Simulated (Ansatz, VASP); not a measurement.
One calculation of Re, two programs

File INCAR:

```
SYSTEM = Re
PREC     = Accurate       ! precision mode
ENCUT    = 520            ! plane-wave cutoff, eV
EDIFF    = 1E-6           ! SCF threshold, eV
ISMEAR   = -1             ! smearing method
SIGMA    = 0.05           ! smearing width, eV
LREAL    = .FALSE.        ! projectors in reciprocal space
LASPH    = .TRUE.         ! aspherical terms in the spheres
NELM     = 100            ! most SCF steps
ALGO     = Normal         ! electronic algorithm
ISIF     = 2              ! what is computed and relaxed
LWAVE    = .FALSE.        ! write WAVECAR
LCHARG   = .TRUE.         ! write CHGCAR
GGA      = PS             ! functional
LELF     = .TRUE.         ! ELF
LVHAR    = .TRUE.       
NBANDS   = 14             ! bands
```

The input KPOINTS:

```
regular mesh
0
G
  18 18 10
  0 0 0
```

POSCAR

```
Re
1.0
    2.6371536987      0.0000000000      0.0000000000
   -1.3185768494      2.2838420967      0.0000000000
    0.0000000000      0.0000000000      4.2167694387
Re
2
Direct
    0.3333333333      0.6666666667      0.2500000000
    0.6666666667      0.3333333333      0.7500000000
```

Input for Ansatz:

```yaml
crystal:
  lattice:
    - [2.6371536987, 0.0, 0.0]
    - [-1.3185768494, 2.2838420967, 0.0]
    - [0.0, 0.0, 4.2167694387]
  atoms:
    - { symbol: Re, position: [0.3333333333, 0.6666666667, 0.25] }
    - { symbol: Re, position: [0.6666666667, 0.3333333333, 0.75] }
kpoints:
  mp_grid: { grid: [18, 18, 10] }
  band_path:
    path:
      - [0.0, 0.0, 0.0]
      - [0.5, 0.0, 0.0]
      - [0.3333333333, 0.3333333333, 0.0]
      - [0.0, 0.0, 0.0]
      - [0.0, 0.0, 0.5]
      - [0.5, 0.0, 0.5]
      - [0.3333333333, 0.3333333333, 0.5]
      - [0.0, 0.0, 0.5]
      - [0.5, 0.0, 0.5]
    npoints: 5
scf:
  occupations: { method: fermi_dirac, width: 0.05 }
hamiltonian:
  xc: pbesol
  pseudopotentials: { kind: all_electron, lapw: { basis_error: 0.00025 } }
output:
  forces: true
  stress: true
  eigenvalues: true
```

Change from the starting cell: volume scaled by 1.04.

Alike in both runs: task single point; functional PBEsol; k mesh 18 × 18 × 10; occupations fermi-dirac, width 0.05 eV; no spin polarisation.

```csv
,VASP,Ansatz
version,VASP 6.6.1,Ansatz 0.2.0
potentials or method,"VASP PAW PBE potentials, release 64 (Re), cutoff 520 eV","all-electron LAPW, scalar-relativistic"
```

Ansatz gave:

```
pressure (GPa)                                                : 71.6
traceless stress, the component that is largest in VASP (GPa) : 5.00
```

What did VASP give for the same quantities?

Pressure (GPa): 74.0; traceless stress, the component that is largest in VASP (GPa): 4.90.

VASP's potentials were made for PBE, not for PBEsol. Both programs put the cell under a high pressure, so it lies far from rest at this level. Ansatz ran all-electron here, and VASP with PAW potentials.

Neither program's run includes spin-orbit coupling. Noted on VASP's run: the cell as given lies far from equilibrium.
